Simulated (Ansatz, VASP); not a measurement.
# Ti in VASP and in Ansatz

File INCAR:

```
ALGO = Normal ; EDIFF = 1E-6
ENCUT = 520 ; ISIF = 2
ISMEAR = -1 ; LASPH = True
LCHARG = True ; LELF = True
LREAL = False ; LVHAR = True
LWAVE = False ; NBANDS = 12
NELM = 80 ; PREC = Accurate
SIGMA = 0.15
```

Contents of KPOINTS:

```
k-points
0
Gamma
  20 20 20
```

File POSCAR:

```
Ti
1.0
    0.0000000000      2.0178546757      2.0178546757
    2.0178546757      0.0000000000      2.0178546757
    2.0178546757      2.0178546757      0.0000000000
Ti
1
Direct
    0.0000000000      0.0000000000      0.0000000000
```

Input for Ansatz:

```yaml
crystal:
  lattice:
    - [0.0, 2.0178546757, 2.0178546757]
    - [2.0178546757, 0.0, 2.0178546757]
    - [2.0178546757, 2.0178546757, 0.0]
  atoms:
    - { symbol: Ti, position: [0.0, 0.0, 0.0] }
basis:
  ecutwfc: 420
kpoints:
  mp_grid: { grid: [20, 20, 20] }
hamiltonian:
  xc: lda
scf:
  occupations: { method: fermi_dirac, width: 0.15 }
output:
  forces: true
  stress: true
  eigenvalues: true
```

Alike in both runs: task single point; functional LDA; k mesh 20 × 20 × 20; occupations fermi-dirac, width 0.15 eV; no spin polarisation.

|  | VASP | Ansatz |
| --- | --- | --- |
| version | VASP 6.6.1 | Ansatz 0.2.0 |
| potentials or method | VASP PAW LDA potentials, release 64 (Ti_sv), cutoff 520 eV | scalar-relativistic, plane waves, PAW |
| valence electrons in the cell | 12 | 12 |

Ansatz gave:

```
gap on the k mesh at the Fermi level (eV) : none
pressure (GPa)                            : -2.3
```

Estimate VASP's values.

gap on the k mesh at the Fermi level (eV): none; pressure (GPa): -2.4.

LDA's correlation is that of Perdew and Zunger in VASP and of Perdew and Wang (1992) in Ansatz. A gap of «none» marks a metal or a gap that the smearing closes.
